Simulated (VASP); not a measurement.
# ReBrO (P4/nmm) in VASP: single point with PBE

Aim: the single point of ReBrO with PBE.

All numbers are computed with VASP 6.6.1; they aren't measurements. Logs are shortened: lines on timing, memory, paths and dates and some standing lists are left out, and cuts for length are marked.

**1. The cell of the first run**

It takes space group P4/nmm (No. 129, tetragonal). The conventional cell has a = 3.752 Å, b = 3.752 Å, c = 6.360 Å, α = 90.00°, β = 90.00°, γ = 90.00°. Within 3.8 Å of Br (site symmetry 4mm) lie 6 Re at 2.89 to 3.47 Å and 4 O at 2.98 Å and 8 Br at 3.16 to 3.75 Å. Within 3.0 Å of O (site symmetry -4m2) lie 4 Re at 2.20 Å and 4 O at 2.65 Å and 4 Br at 2.98 Å. Within 3.0 Å of Re (site symmetry 4mm) lie 4 O at 2.20 Å and 5 Br at 2.89 to 2.90 Å.

**2. Single point, PBE**

The input, POSCAR:

```
ReBrO
1.0
    3.7520580000      0.0000000000      0.0000000000
    0.0000000000      3.7520580000      0.0000000000
    0.0000000000      0.0000000000      6.3597390000
Br O Re
2 2 2
Direct
    0.0000000000      0.5000000000      0.6350000000
    0.5000000000      0.0000000000      0.3650000000
    0.0000000000      0.0000000000      0.0000000000
    0.5000000000      0.5000000000      0.0000000000
    0.0000000000      0.5000000000      0.1800000000
    0.5000000000      0.0000000000      0.8200000000
```

The input, INCAR.step1:

```
PREC = Accurate ; ENCUT = 520
EDIFF = 1E-7 ; ISMEAR = -1
SIGMA = 0.1 ; LREAL = F
LASPH = T ; NELM = 80
ALGO = Normal ; ISIF = 2
LWAVE = F ; LCHARG = T
LMAXMIX = 4 ; GGA = PE
NBANDS = 29
```

The input, KPOINTS.step1:

```
regular mesh
0
Gamma
  9 9 6
```

The input, INCAR.step2:

```
PREC = Accurate ; ENCUT = 520
EDIFF = 1E-7 ; ISMEAR = -5
SIGMA = 0.1 ; LREAL = F
LASPH = T ; NELM = 80
ALGO = Normal ; ISIF = 2
LWAVE = F ; LCHARG = F
LMAXMIX = 4 ; GGA = PE
LORBIT = 11 ; NBANDS = 29
NEDOS = 1001 ; ICHARG = 11
```

The input, KPOINTS.step2:

```
regular mesh
0
Gamma
  14 14 9
```

Potentials or basis: VASP PAW PBE potentials, release 64 (Br, O, Re).

Launch:

```bash
> cat potpaw_PBE.64/Br/POTCAR potpaw_PBE.64/O/POTCAR potpaw_PBE.64/Re/POTCAR > POTCAR
> cp INCAR.step1 INCAR
> cp KPOINTS.step1 KPOINTS
> mpirun -np 1 vasp_std > vasp.out
> cp INCAR.step2 INCAR
> cp KPOINTS.step2 KPOINTS
> mpirun -np 1 vasp_std > vasp.out
```

OUTCAR:

```text
PREC = Accurate
   ENCUT = 520
   EDIFF = 1E-7
   ISMEAR = -5
   LREAL = F
   LASPH = T
   NELM = 80
   ISIF = 2
   GGA = PE
   LORBIT = 11
   ICHARG = 11

 ion  position               nearest neighbor table
   1  0.000  0.500  0.635-   5 2.89   6 2.90   6 2.90   6 2.90   6 2.90
   2  0.500  0.000  0.365-   6 2.89   5 2.90   5 2.90   5 2.90   5 2.90
   3  0.000  0.000  0.000-   5 2.20   6 2.20   5 2.20   6 2.20
   4  0.500  0.500  0.000-   5 2.20   6 2.20   6 2.20   5 2.20
   5  0.000  0.500  0.180-   3 2.20   4 2.20   3 2.20   4 2.20   1 2.89   2 2.90   2 2.90   2 2.90
                             2 2.90
   6  0.500  0.000  0.820-   3 2.20   4 2.20   4 2.20   3 2.20   2 2.89   1 2.90   1 2.90   1 2.90
                             1 2.90

  LATTYP: Found a simple tetragonal cell.
 ALAT       =     3.7520580000
 C/A-ratio  =     1.6950001839

  Lattice vectors:

 A1 = (   3.7520580000,   0.0000000000,   0.0000000000)
 A2 = (   0.0000000000,   3.7520580000,   0.0000000000)
 A3 = (   0.0000000000,   0.0000000000,   6.3597390000)

Analysis of symmetry for initial positions (statically):
=====================================================================
 Subroutine PRICEL returns:
 Original cell was already a primitive cell.

 Routine SETGRP: Setting up the symmetry group for a
 simple tetragonal supercell.

 Subroutine GETGRP returns: Found 16 space group operations
 (whereof  8 operations were pure point group operations)
 out of a pool of 16 trial point group operations.

The static configuration has the point symmetry D_2d.
 The point group associated with its full space group is D_4h.

Analysis of symmetry for dynamics (positions and initial velocities):
=====================================================================
 Subroutine PRICEL returns:
 Original cell was already a primitive cell.

 Routine SETGRP: Setting up the symmetry group for a
 simple tetragonal supercell.

 Subroutine GETGRP returns: Found 16 space group operations
 (whereof  8 operations were pure point group operations)
 out of a pool of 16 trial point group operations.

The dynamic configuration has the point symmetry D_2d.
 The point group associated with its full space group is D_4h.

 Subroutine INISYM returns: Found 16 space group operations
 (whereof  8 operations are pure point group operations),
 and found     1 'primitive' translations

----------------------------------------------------------------------------------------

[... 111 lines left out ...]
   TEBEG  =    0.0;   TEEND  =   0.0 temperature during run
   PSTRESS=    0.0 pullay stress
   NELECT =      40.0000    total number of electrons
   NUPDOWN=      -1.0000    fix difference up-down
   EMIN   =  10.00;   EMAX   =-10.00  energy-range for DOS
   EFERMI =   0.00;   METHOD = LEGACY
   ISMEAR =    -5;   SIGMA  =   0.10  broadening in eV -4-tet -1-fermi 0-gaus
   EFERMI_NEDOS =   21; number of points for ismear=-14 and -15
   IALGO  =     38    algorithm
   IMIX   =      4    mixing-type and parameters
     AMIX     =   0.40;   BMIX     =  1.00
     AMIX_MAG =   1.60;   BMIX_MAG =  1.00
  volume/ion in A,a.u.               =      14.92       100.70
  Fermi-wavevector in a.u.,A,eV,Ry     =   1.251513  2.365017 21.310599  1.566285
  Thomas-Fermi vector in A             =   2.385457
   LORBIT       =     11    0 simple, 1 ext, 2 COOP (PROOUT), +10 PAW based schemes
   GGA     = PE    functional components
   LHFCALC =     F    Hartree Fock is set to
   AEXX    =    0.0000 exact exchange contribution
   IVDW    =     0    specifies the selected vdW correction
   LEPSILON=     F    determine dielectric tensor
   LRPA    =     F    only Hartree local field effects (RPA)
 non-spin polarized calculation
 Fermi weights with tetrahedron method with Bloechl corrections
  energy-cutoff  :      520.00
  volume of cell :       89.53
 maximum number of plane-waves:      2432
 NGX is ok and might be reduce to    28

 number of electron      39.9999981 magnetization

 Free energy of the ion-electron system (eV)
  ---------------------------------------------------
  ext. energy  EPLUGINS =         0.00000000
  ---------------------------------------------------
  free energy    TOTEN  =       -35.10414193 eV

  energy without entropy =      -35.10414193  energy(sigma->0) =      -35.10414193

 E-fermi :   6.8078     XC(G=0): -11.6562

 val. band max:        6.8298417733   @ k =   0.2857   0.0000   0.2222
 cond. band min:       6.7650943885   @ k =   0.5000   0.0714   0.2222
 fundamental gap:     -0.0647473848
 Fermi energy:         6.8078248649

 k-point     1 :       0.0000    0.0000    0.0000
  band No.  band energies     occupation
      1     -14.1039      2.00000
      2     -12.7269      2.00000
      3     -10.9221      2.00000
      4      -9.6419      2.00000
      5      -1.0056      2.00000
      6      -0.8245      2.00000
[... 757 lines left out ...]
     28      11.1188      0.00000
     29      14.6440      0.00000

 [... further k-points ...]
[... 5 lines left out ...]
  --------------------------------------------------------------------------------------
  -------------------------------------------------------------------------------------
  Total       -3.6506293     -3.6506293      1.1071469      0.0000000      0.0000000      0.0000000
  in kB      -65.3280874    -65.3280874     19.8124165      0.0000000      0.0000000      0.0000000
  external PRESSURE =     -36.9479194 kB  Pullay stress =       0.0000000 kB

 VOLUME and BASIS-vectors are now :
 -----------------------------------------------------------------------------
  energy-cutoff  :      520.00
  volume of cell :       89.53
      direct lattice vectors                 reciprocal lattice vectors
     3.752058000  0.000000000  0.000000000     0.266520400  0.000000000  0.000000000
     0.000000000  3.752058000  0.000000000     0.000000000  0.266520400  0.000000000
     0.000000000  0.000000000  6.359739000     0.000000000  0.000000000  0.157239157

 POSITION                                       TOTAL-FORCE (eV/Angst)
 -----------------------------------------------------------------------------------
      0.00000      1.87603      4.03843        -0.000000     -0.000000      0.867174
      1.87603      0.00000      2.32130        -0.000000      0.000000     -0.867174
      0.00000      0.00000      0.00000        -0.000000     -0.000000      0.000000
      1.87603      1.87603      0.00000        -0.000000      0.000000      0.000000
      0.00000      1.87603      1.14475        -0.000000      0.000000     -0.767884
      1.87603      0.00000      5.21499         0.000000     -0.000000      0.767884
 -----------------------------------------------------------------------------------
    total drift:                                0.000000      0.000000      0.000000

  FREE ENERGIE OF THE ION-ELECTRON SYSTEM (eV)
  ---------------------------------------------------
  free  energy   TOTEN  =       -35.1041419318 eV

  energy  without entropy=      -35.1041419318  energy(sigma->0) =      -35.10414193

 total charge

# of ion       s       p       d       tot
------------------------------------------
    1        1.652   3.097   0.072   4.820
    2        1.652   3.097   0.072   4.820
    3        1.594   3.327   0.000   4.921
    4        1.594   3.327   0.000   4.921
    5        0.376   0.347   4.670   5.393
    6        0.376   0.347   4.670   5.393
--------------------------------------------------
tot          7.243  13.541   9.485  30.269
```

OUTCAR.step1:

```text
PREC = Accurate
   ENCUT = 520
   EDIFF = 1E-7
   ISMEAR = -1
   LREAL = F
   LASPH = T
[... 1008 lines left out ...]
      0.00000      0.00000      0.00000        -0.000000     -0.000000      0.000000
      1.87603      1.87603      0.00000        -0.000000      0.000000      0.000000
      0.00000      1.87603      1.14475        -0.000000     -0.000000     -0.853693
      1.87603      0.00000      5.21499         0.000000      0.000000      0.853693
 -----------------------------------------------------------------------------------
    total drift:                                0.000000      0.000000      0.000000

  FREE ENERGIE OF THE ION-ELECTRON SYSTEM (eV)
  ---------------------------------------------------
  free  energy   TOTEN  =       -35.2094728452 eV

  energy  without entropy=      -35.0023975722  energy(sigma->0) =      -35.10593521
```

Wall time 9.5 min (1 thread of Intel Xeon 8259CL, shared host); peak memory 0.51 GiB.

Results:

| Property | Result |
| --- | --- |
| Valence electrons inside the program's atomic spheres | Br 4.82; O 4.92; Re 5.39 |

Caveat: spin-orbit coupling is left out, which moves the levels of the heavy elements; tetrahedron occupations give inexact forces and stress in metals.
